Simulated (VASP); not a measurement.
# SnSe2 (P-3m1) in VASP: further runs

The runs below take SnSe2 through single point, with PBE.

All numbers are computed with VASP 6.6.1; they aren't measurements. Logs are shortened: lines on timing, memory, paths and dates and some standing lists are left out, and cuts for length are marked.

## (1) The cell of the first run

Symmetry: P-3m1, No. 164, trigonal system. The conventional cell has a = 3.679 Å, b = 3.679 Å, c = 5.924 Å, α = 90.00°, β = 90.00°, γ = 120.00°. Sn (site symmetry -3m) has 6 Se at 2.59 Å within 3.4 Å. Se (site symmetry 3m) has 3 Sn at 2.59 Å within 3.4 Å.

## (2) Single point, PBE

INCAR

```
SYSTEM = SnSe2
  PREC = Accurate
  ENCUT = 520
  EDIFF = 1E-6
  ISMEAR = 0
  SIGMA = 0.01
  LREAL = .FALSE.
  LASPH = .TRUE.
  NELM = 100
  ALGO = Normal
  ISIF = 2
  LWAVE = .FALSE.
  LCHARG = .FALSE.
  GGA = PE
  NBANDS = 20
```

KPOINTS

```
Automatic mesh
0
G
  6 6 3
  0 0 0
```

POSCAR

```
SnSe2
1.0
    3.6794800447      0.0000000000      0.0000000000
   -1.8397400224      3.1865233712      0.0000000000
    0.0000000000      0.0000000000      5.9242428639
Sn Se
1 2
Direct
    0.0000000000      0.0000000000      0.0000000000
    0.3333333333      0.6666666667      0.2490000000
    0.6666666667      0.3333333333      0.7510000000
```

Potentials or basis: VASP PAW PBE potentials, release 64 (Sn_d, Se).

Run with:

```bash
$ cat potpaw_PBE.64/Sn_d/POTCAR potpaw_PBE.64/Se/POTCAR > POTCAR
$ mpirun -np 1 vasp_std > vasp.out
```

OUTCAR:

```text
SYSTEM = SnSe2
   PREC = Accurate
   ENCUT = 520
   EDIFF = 1E-6
   ISMEAR = 0
   LREAL = .FALSE.
   LASPH = .TRUE.
   NELM = 100
   ISIF = 2
   GGA = PE

 ion  position               nearest neighbor table
   1  0.000  0.000  0.000-   2 2.59   3 2.59   3 2.59   2 2.59   3 2.59   2 2.59
   2  0.333  0.667  0.249-   1 2.59   1 2.59   1 2.59
   3  0.667  0.333  0.751-   1 2.59   1 2.59   1 2.59

  LATTYP: Found a hexagonal cell.
 ALAT       =     3.6794800447
 C/A-ratio  =     1.6100760955

  Lattice vectors:

 A1 = (   3.6794800447,   0.0000000000,   0.0000000000)
 A2 = (  -1.8397400224,   3.1865233712,   0.0000000000)
 A3 = (   0.0000000000,   0.0000000000,   5.9242428639)

Analysis of symmetry for initial positions (statically):
=====================================================================
 Subroutine PRICEL returns:
 Original cell was already a primitive cell.

 Routine SETGRP: Setting up the symmetry group for a
 hexagonal supercell.

 Subroutine GETGRP returns: Found 12 space group operations
 (whereof 12 operations were pure point group operations)
 out of a pool of 24 trial point group operations.

The static configuration has the point symmetry D_3d.

Analysis of symmetry for dynamics (positions and initial velocities):
=====================================================================
 Subroutine PRICEL returns:
 Original cell was already a primitive cell.

 Routine SETGRP: Setting up the symmetry group for a
 hexagonal supercell.

 Subroutine GETGRP returns: Found 12 space group operations
 (whereof 12 operations were pure point group operations)
 out of a pool of 24 trial point group operations.

The dynamic configuration has the point symmetry D_3d.

 Subroutine INISYM returns: Found 12 space group operations
 (whereof 12 operations are pure point group operations),
 and found     1 'primitive' translations

----------------------------------------------------------------------------------------

                                     Primitive cell

  volume of cell :      69.4603

  direct lattice vectors                    reciprocal lattice vectors
     3.679480045  0.000000000  0.000000000     0.271777530  0.156910822  0.000000000
    -1.839740022  3.186523371  0.000000000     0.000000000  0.313821643  0.000000000
     0.000000000  0.000000000  5.924242864     0.000000000  0.000000000  0.168797941

  length of vectors
[... 65 lines left out ...]
   NGXF,Y,Z  is equivalent  to a cutoff of  25.30, 25.30, 26.94 a.u.
 SYSTEM =  SnSe2
   PREC   = accura    normal or accurate (medium, high low for compatibility)
   ISTART =      0    job   : 0-new  1-cont  2-samecut
   ICHARG =      2    charge: 1-file 2-atom 10-const
   ISPIN  =      1    spin polarized calculation?
   LNONCOLLINEAR =      F non collinear calculations
   LSORBIT =      F    spin-orbit coupling
   LASPH  =      T    aspherical Exc in radial PAW
   ENCUT  =  520.0 eV  38.22 Ry    6.18 a.u.   6.84  6.84 11.02*2*pi/ulx,y,z
   NELM   =    100;   NELMIN=  2; NELMDL= -5     # of ELM steps
   EDIFF  = 0.1E-05   stopping-criterion for ELM
   LREAL  =      F    real-space projection
[... 7 lines left out ...]
   TEBEG  =    0.0;   TEEND  =   0.0 temperature during run
   PSTRESS=    0.0 pullay stress
   NELECT =      26.0000    total number of electrons
   NUPDOWN=      -1.0000    fix difference up-down
   EMIN   =  10.00;   EMAX   =-10.00  energy-range for DOS
   EFERMI =   0.00;   METHOD = LEGACY
   ISMEAR =     0;   SIGMA  =   0.01  broadening in eV -4-tet -1-fermi 0-gaus
   EFERMI_NEDOS =   21; number of points for ismear=-14 and -15
   IALGO  =     38    algorithm
   IMIX   =      4    mixing-type and parameters
     AMIX     =   0.40;   BMIX     =  1.00
     AMIX_MAG =   1.60;   BMIX_MAG =  1.00
  volume/ion in A,a.u.               =      23.15       156.25
  Fermi-wavevector in a.u.,A,eV,Ry     =   1.179833  2.229561 18.939385  1.392005
  Thomas-Fermi vector in A             =   2.316136
   LORBIT       =      0    0 simple, 1 ext, 2 COOP (PROOUT), +10 PAW based schemes
   GGA     = PE    functional components
   LHFCALC =     F    Hartree Fock is set to
   AEXX    =    0.0000 exact exchange contribution
   IVDW    =     0    specifies the selected vdW correction
   LEPSILON=     F    determine dielectric tensor
   LRPA    =     F    only Hartree local field effects (RPA)
 non-spin polarized calculation
 Gauss-broadening in eV      SIGMA  =   0.01
  energy-cutoff  :      520.00
  volume of cell :       69.46
 maximum number of plane-waves:      1890
   NGX = 13   NGY = 13   NGZ = 23

 number of electron      26.0000004 magnetization

 Free energy of the ion-electron system (eV)
  ---------------------------------------------------
  ext. energy  EPLUGINS =         0.00000000
  ---------------------------------------------------
  free energy    TOTEN  =       -11.21584552 eV

  energy without entropy =      -11.21584552  energy(sigma->0) =      -11.21584552

 E-fermi :   5.5269     XC(G=0):  -9.9376

 val. band max:        5.4051666252   @ k =   0.0000   0.0000   0.0000
 cond. band min:       6.2578017635   @ k =   0.5000   0.0000   0.3333
 fundamental gap:      0.8526351383
 Fermi energy:         5.5268683754

 k-point     1 :       0.0000    0.0000    0.0000
  band No.  band energies     occupation
      1     -16.0778      2.00000
      2     -16.0778      2.00000
      3     -16.0155      2.00000
      4     -15.9918      2.00000
      5     -15.9918      2.00000
      6      -9.4830      2.00000
[... 380 lines left out ...]
     19      14.4922      0.00000
     20      14.4922      0.00000

------------------------ aborting loop because EDIFF is reached ----------------------------------------

  FORCE on cell =-STRESS in cart. coord.  units (eV):
  Direction    XX          YY          ZZ          XY          YZ          ZX
  --------------------------------------------------------------------------------------
  -------------------------------------------------------------------------------------
  Total        7.0735749      7.0735757      7.5122029     -0.0000000      0.0000000      0.0000000
  in kB      163.1597849    163.1598033    173.2772214     -0.0000000      0.0000000      0.0000000
  external PRESSURE =     166.5322699 kB  Pullay stress =       0.0000000 kB

 VOLUME and BASIS-vectors are now :
 -----------------------------------------------------------------------------
  energy-cutoff  :      520.00
  volume of cell :       69.46
      direct lattice vectors                 reciprocal lattice vectors
     3.679480045  0.000000000  0.000000000     0.271777530  0.156910822  0.000000000
    -1.839740022  3.186523371  0.000000000     0.000000000  0.313821643  0.000000000
     0.000000000  0.000000000  5.924242864     0.000000000  0.000000000  0.168797941

 POSITION                                       TOTAL-FORCE (eV/Angst)
 -----------------------------------------------------------------------------------
      0.00000      0.00000      0.00000         0.000000      0.000000      0.000000
     -0.00000      2.12435      1.47514        -0.000000      0.000000      2.021602
      1.83974      1.06217      4.44911         0.000000      0.000000     -2.021602
 -----------------------------------------------------------------------------------
    total drift:                                0.000000      0.000000     -0.000000

  FREE ENERGIE OF THE ION-ELECTRON SYSTEM (eV)
  ---------------------------------------------------
  free  energy   TOTEN  =       -11.2158455217 eV

  energy  without entropy=      -11.2158455217  energy(sigma->0) =      -11.21584552
```

OSZICAR:

```text
N       E                     dE             d eps       ncg     rms          rms(c)
DAV:   1     0.208997797875E+03    0.20900E+03   -0.12400E+04   696   0.156E+03
DAV:   2     0.113680048130E+02   -0.19763E+03   -0.18993E+03   744   0.394E+02
DAV:   3    -0.107507931291E+02   -0.22119E+02   -0.21745E+02   804   0.113E+02
DAV:   4    -0.114999404463E+02   -0.74915E+00   -0.74804E+00   816   0.219E+01
DAV:   5    -0.115178293450E+02   -0.17889E-01   -0.17887E-01   976   0.345E+00    0.616E+00
DAV:   6    -0.112507825961E+02    0.26705E+00   -0.43445E-01  1028   0.777E+00    0.397E+00
DAV:   7    -0.112164614274E+02    0.34321E-01   -0.20784E-01   888   0.321E+00    0.983E-01
DAV:   8    -0.112153932593E+02    0.10682E-02   -0.16504E-02   884   0.146E+00    0.329E-01
DAV:   9    -0.112158191234E+02   -0.42586E-03   -0.18844E-03   784   0.288E-01    0.917E-02
DAV:  10    -0.112158139688E+02    0.51546E-05   -0.11145E-04   912   0.983E-02    0.322E-02
DAV:  11    -0.112158430224E+02   -0.29054E-04   -0.39638E-05   752   0.354E-02    0.626E-03
DAV:  12    -0.112158452326E+02   -0.22102E-05   -0.13828E-06   772   0.868E-03    0.532E-03
DAV:  13    -0.112158455217E+02   -0.28914E-06   -0.15209E-06   612   0.943E-03
   1 F= -.11215846E+02 E0= -.11215846E+02  d E =-.247328E-68
```

stdout:

```text
POSCAR found type information on POSCAR SnSe
 POSCAR found :  2 types and       3 ions
 scaLAPACK will be used
 LDA part: xc-table for (Slater+PW92), standard interpolation
 POSCAR, INCAR and KPOINTS ok, starting setup
 FFT: planning ... GRIDC
 FFT: planning ... GRID_SOFT
 FFT: planning ... GRID
 WAVECAR not read
 entering main loop
```

Wall time 51 s (1 thread of AMD EPYC 7R13, shared host); peak memory 0.16 GiB.

Results:

| Quantity | Value |
| --- | --- |
| Free energy | -11.2158 eV |
| Pressure | 16.7 GPa |
| Largest force | 2.022 eV/Å |
| Band gap on the k mesh | 0.85 eV, indirect (least direct gap 1.58 eV) |

Forces in eV/Å, atoms in the order of the input:
```
Sn   0.000  0.000  0.000
Se   0.000  0.000  2.022
Se   0.000  0.000 -2.022
```

Caveat: spin-orbit coupling is left out, which moves the levels of the heavy elements; this functional lacks dispersion, which binds the layers, so the pressure and a relaxed spacing across them are unreliable; forces of over 1 eV/Å act on the atoms, so gaps and moduli don't describe the material at rest. A k mesh can miss the band edges.

## (3) Single point, PBE

This run uses another cell than the first one, of 23.80 Å³/atom, 1.028 times its volume.

INCAR

```
PREC     = Accurate       # precision mode
ENCUT    = 520            # plane-wave cutoff, eV
EDIFF    = 1E-6           # SCF threshold, eV
ISMEAR   = 0              # smearing method
SIGMA    = 0.01           # smearing width, eV
LREAL    = False          # projectors in reciprocal space
LASPH    = True           # aspherical terms in the spheres
NELM     = 100            # most SCF steps
ALGO     = Normal         # electronic algorithm
ISIF     = 2              # what is computed and relaxed
LWAVE    = False          # write WAVECAR
LCHARG   = True           # write CHGCAR
GGA      = PE             # functional
LELF     = True           # ELF
LVHAR    = True         
NBANDS   = 20             # bands
```

KPOINTS

```
Automatic mesh
0
Gamma
  6 6 3
```

POSCAR

```
SnSe2
1.0
    3.7132386281      0.0000000000      0.0000000000
   -1.8566193140      3.2157591636      0.0000000000
    0.0000000000      0.0000000000      5.9785967520
Sn Se
1 2
Direct
    0.0000000000      0.0000000000      0.0000000000
    0.3333333333      0.6666666667      0.2490000000
    0.6666666667      0.3333333333      0.7510000000
```

Potentials or basis: VASP PAW PBE potentials, release 64 (Sn_d, Se).

Run with:

```bash
$ cat potpaw_PBE.64/Sn_d/POTCAR potpaw_PBE.64/Se/POTCAR > POTCAR
$ mpirun -np 1 vasp_std > vasp.out
```

OUTCAR:

```text
PREC = Accurate
   ENCUT = 520
   EDIFF = 1E-6
   ISMEAR = 0
   LREAL = False
   LASPH = True
   NELM = 100
   ISIF = 2
   GGA = PE

 ion  position               nearest neighbor table
   1  0.000  0.000  0.000-   2 2.61   3 2.61   3 2.61   2 2.61   3 2.61   2 2.61
   2  0.333  0.667  0.249-   1 2.61   1 2.61   1 2.61
   3  0.667  0.333  0.751-   1 2.61   1 2.61   1 2.61

  LATTYP: Found a hexagonal cell.
 ALAT       =     3.7132386281
 C/A-ratio  =     1.6100760955

  Lattice vectors:
[... 572 lines left out ...]

  FORCE on cell =-STRESS in cart. coord.  units (eV):
  Direction    XX          YY          ZZ          XY          YZ          ZX
  --------------------------------------------------------------------------------------
  -------------------------------------------------------------------------------------
  Total        5.7638345      5.7638351      6.2838762      0.0000000     -0.0000000      0.0000000
  in kB      129.3559600    129.3559746    141.0270972      0.0000000     -0.0000000      0.0000000
  external PRESSURE =     133.2463440 kB  Pullay stress =       0.0000000 kB

 VOLUME and BASIS-vectors are now :
 -----------------------------------------------------------------------------
  energy-cutoff  :      520.00
  volume of cell :       71.39
      direct lattice vectors                 reciprocal lattice vectors
     3.713238628  0.000000000  0.000000000     0.269306689  0.155484281  0.000000000
    -1.856619314  3.215759164  0.000000000     0.000000000  0.310968561  0.000000000
     0.000000000  0.000000000  5.978596752     0.000000000  0.000000000  0.167263330

 POSITION                                       TOTAL-FORCE (eV/Angst)
 -----------------------------------------------------------------------------------
      0.00000      0.00000      0.00000        -0.000000      0.000000      0.000000
     -0.00000      2.14384      1.48867        -0.000000      0.000000      1.660688
      1.85662      1.07192      4.48993         0.000000     -0.000000     -1.660688
 -----------------------------------------------------------------------------------
    total drift:                                0.000000      0.000000     -0.000000

  FREE ENERGIE OF THE ION-ELECTRON SYSTEM (eV)
  ---------------------------------------------------
  free  energy   TOTEN  =       -11.3962252910 eV

  energy  without entropy=      -11.3962252910  energy(sigma->0) =      -11.39622529
```

OSZICAR:

```text
N       E                     dE             d eps       ncg     rms          rms(c)
DAV:   1     0.203912381941E+03    0.20391E+03   -0.12267E+04   680   0.150E+03
DAV:   2     0.114921816675E+02   -0.19242E+03   -0.18510E+03   712   0.389E+02
DAV:   3    -0.109397799499E+02   -0.22432E+02   -0.22018E+02   816   0.115E+02
DAV:   4    -0.116737771126E+02   -0.73400E+00   -0.73257E+00   800   0.214E+01
DAV:   5    -0.116902064232E+02   -0.16429E-01   -0.16428E-01   912   0.343E+00    0.590E+00
DAV:   6    -0.114270000594E+02    0.26321E+00   -0.44417E-01  1036   0.764E+00    0.381E+00
DAV:   7    -0.113965760266E+02    0.30424E-01   -0.19903E-01   884   0.308E+00    0.992E-01
DAV:   8    -0.113957377995E+02    0.83823E-03   -0.15887E-02   888   0.139E+00    0.321E-01
DAV:   9    -0.113961955123E+02   -0.45771E-03   -0.17959E-03   772   0.294E-01    0.915E-02
DAV:  10    -0.113961930361E+02    0.24763E-05   -0.10980E-04   888   0.881E-02    0.328E-02
DAV:  11    -0.113962232389E+02   -0.30203E-04   -0.40702E-05   740   0.353E-02    0.596E-03
DAV:  12    -0.113962248860E+02   -0.16470E-05   -0.14335E-06   724   0.902E-03    0.545E-03
DAV:  13    -0.113962252910E+02   -0.40504E-06   -0.18479E-06   620   0.102E-02
   1 F= -.11396225E+02 E0= -.11396225E+02  d E =-.386672E-47
```

It took 56 s on 1 thread of AMD EPYC 7R13, shared host; peak memory 0.16 GiB.

Results:

- Free energy: -11.3962 eV
- Pressure: 13.3 GPa
- Largest force: 1.661 eV/Å
- Band gap on the k mesh: 0.83 eV, indirect (least direct gap 1.47 eV)

Forces in eV/Å, atoms in the order of the input:
```
Sn   0.000  0.000  0.000
Se   0.000  0.000  1.661
Se   0.000  0.000 -1.661
```

Levels at points of the mesh, in eV from the valence-band top:
```csv
k point,band 9,band 10,band 11,band 12,band 13,band 14,band 15,band 16,band 17,band 18
"(0.00, 0.00, 0.00)",-0.81,-0.81,-0.46,-0.46,0.00,1.47,2.96,4.76,4.76,8.18
"(0.50, 0.00, 0.00)",-4.96,-3.25,-3.01,-1.40,-0.36,1.21,3.84,5.36,5.64,7.68
```

Caveat: spin-orbit coupling is left out, which moves the levels of the heavy elements; this functional lacks dispersion, which binds the layers, so the pressure and a relaxed spacing across them are unreliable; forces of over 1 eV/Å act on the atoms, so gaps and moduli don't describe the material at rest. A k mesh can miss the band edges.

## (4) Single point, PBE

This run uses another cell than the first one, of 24.44 Å³/atom, 1.056 times its volume.

INCAR

```
SYSTEM = SnSe2
ALGO     = Normal         ! electronic algorithm
EDIFF    = 1E-7           ! SCF threshold, eV
ENCUT    = 520            ! plane-wave cutoff, eV
GGA      = PE             ! functional
ISIF     = 2              ! what is computed and relaxed
ISMEAR   = 0              ! smearing method
LASPH    = .TRUE.         ! aspherical terms in the spheres
LCHARG   = .FALSE.        ! write CHGCAR
LREAL    = .FALSE.        ! projectors in reciprocal space
LWAVE    = .FALSE.        ! write WAVECAR
NBANDS   = 20             ! bands
NELM     = 100            ! most SCF steps
PREC     = Accurate       ! precision mode
SIGMA    = 0.01           ! smearing width, eV
```

KPOINTS

```
k-points
0
G
  6 6 3
  0 0 0
```

POSCAR

```
SnSe2
1.0
    3.7463942988      0.0000000000      0.0000000000
   -1.8731971494      3.2444728183      0.0000000000
    0.0000000000      0.0000000000      6.0319799048
Sn Se
1 2
Direct
    0.0000000000      0.0000000000      0.0000000000
    0.3333333333      0.6666666667      0.2490000000
    0.6666666667      0.3333333333      0.7510000000
```

Run with:

```bash
$ cat potpaw_PBE.64/Sn_d/POTCAR potpaw_PBE.64/Se/POTCAR > POTCAR
$ mpirun -np 1 vasp_std > vasp.out
```

It took 56 s on 1 thread of AMD EPYC 7R13, shared host; peak memory 0.16 GiB.

Results (log left out):

```
Free energy            : -11.5392 eV
Pressure               : 10.4 GPa
Largest force          : 1.335 eV/Å
Band gap on the k mesh : 0.81 eV, indirect (least direct gap 1.33 eV)
```

Forces on the atoms (eV/Å):
```
Sn   0.000  0.000  0.000
Se   0.000  0.000  1.335
Se   0.000  0.000 -1.335
```

Stress tensor (GPa, compression positive):
```
10.00  0.00  0.00
 0.00 10.00  0.00
 0.00  0.00 11.28
```

Levels at points of the mesh, in eV from the valence-band top:
| k point | band 10 | band 11 | band 12 | band 13 | band 14 | band 15 | band 16 | band 17 |
| --- | --- | --- | --- | --- | --- | --- | --- | --- |
| (0.00, 0.00, 0.00) | -0.77 | -0.44 | -0.44 | 0.00 | 1.33 | 2.95 | 4.72 | 4.72 |
| (0.50, 0.00, 0.00) | -3.13 | -2.90 | -1.33 | -0.34 | 1.20 | 3.83 | 5.39 | 5.59 |

Caveat: spin-orbit coupling is left out, which moves the levels of the heavy elements; this functional lacks dispersion, which binds the layers, so the pressure and a relaxed spacing across them are unreliable; forces of over 1 eV/Å act on the atoms, so gaps and moduli don't describe the material at rest. A k mesh can miss the band edges.

## (5) Overview

| cell | gap on the mesh (eV) | pressure (GPa) | largest force (eV/Å) |
| --- | --- | --- | --- |
| a = 3.679, b = 3.679, c = 5.924 Å, angles 90.0, 90.0, 120.0°, 3 atoms | 0.85 | 16.7 | 2.02 |
| a = 3.713, b = 3.713, c = 5.979 Å, angles 90.0, 90.0, 120.0°, 3 atoms | 0.83 | 13.3 | 1.66 |
| a = 3.746, b = 3.746, c = 6.032 Å, angles 90.0, 90.0, 120.0°, 3 atoms | 0.81 | 10.4 | 1.33 |

Alike in all rows: task single point; level PBE; potentials or basis VASP PAW PBE potentials, release 64 (Sn_d, Se); no spin polarisation; k mesh 6 × 6 × 3; cutoff (eV) 520; smearing gaussian 0.01 eV.

Caveats: spin-orbit coupling is left out, which moves the levels of the heavy elements; this functional lacks dispersion, which binds the layers, so the pressure and a relaxed spacing across them are unreliable; forces of over 1 eV/Å act on the atoms, so gaps and moduli don't describe the material at rest.

Absolute energies hang on the potentials; compare differences alone.
